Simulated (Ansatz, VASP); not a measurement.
## Two plane-wave programs on ZrB

```
Zr B
1.0
     0.00000    2.45212    2.45212
     2.45212    0.00000    2.45212
     2.45212    2.45212    0.00000
Zr B
1 1
Direct
  0.50000 0.50000 0.50000
  0.00000 0.00000 0.00000
```

Alike in both runs: task single point; functional PBE; k mesh 12 × 12 × 12; occupations gaussian, width 0.05 eV; no spin polarisation.

```csv
,VASP,Ansatz
version,VASP 6.6.1,Ansatz 0.2.0
potentials or method,"VASP PAW PBE potentials, release 64 (Zr_sv, B), cutoff 520 eV","scalar-relativistic, plane waves, PAW"
valence electrons in the cell,15,15
```

|  | VASP | Ansatz | Ansatz less VASP |
| --- | --- | --- | --- |
| gap on the k mesh at the Fermi level (eV) | none | none | - |
| pressure (GPa) | 0.1 | 0.0 | -0.11 |

A gap of «none» marks a metal or a gap that the smearing closes. The functional is the same, so the differences come from potentials, cutoffs and numerics.
